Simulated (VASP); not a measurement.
Input of a VASP 6.6.1 run:

File POSCAR:

```
TePb
1.0
    0.0000000000      3.2270013417      3.2270013417
    3.2270013417      0.0000000000      3.2270013417
    3.2270013417      3.2270013417      0.0000000000
Pb Te
1 1
Direct
    0.5000000000      0.5000000000      0.5000000000
    0.0000000000      0.0000000000      0.0000000000
```

The input INCAR.step1:

```
ALGO = Normal ; EDIFF = 1E-4
ENCUT = 520 ; GGA = PE
ISMEAR = 0 ; LASPH = T
LCHARG = F ; LREAL = F
LWAVE = T ; NBANDS = 17
NELM = 60 ; PREC = Accurate
SIGMA = 0.05
```

Contents of INCAR.step2:

```
ALGO = Normal ; EDIFF = 1E-6
ENCUT = 520 ; ISIF = 2
ISMEAR = 0 ; ISTART = 1
LASPH = T ; LCHARG = T
LELF = T ; LMIXTAU = T
LREAL = F ; LVHAR = T
LWAVE = F ; METAGGA = R2SCAN
NBANDS = 17 ; NELM = 60
PREC = Accurate ; SIGMA = 0.05
```

File KPOINTS:

```
k-points
0
Gamma
  10 10 10
```

Potentials or basis: VASP PAW PBE potentials, release 64 (Pb_d, Te).

Launch:

```bash
$ cat potpaw_PBE.64/Pb_d/POTCAR potpaw_PBE.64/Te/POTCAR > POTCAR
$ cp INCAR.step1 INCAR
$ mpirun -np 1 vasp_std > vasp.out
$ cp INCAR.step2 INCAR
$ mpirun -np 1 vasp_std > vasp.out
```

Task: What does it give for the pressure?

Result: 1.7 GPa.

Task: What does it give for the band gap on the k mesh?

Result: 1.01 eV.

Caveat: the PAW data sets were made with another functional, which shifts forces and pressure a little; spin-orbit coupling is left out, which moves the levels of the heavy elements. A k mesh can miss the band edges.
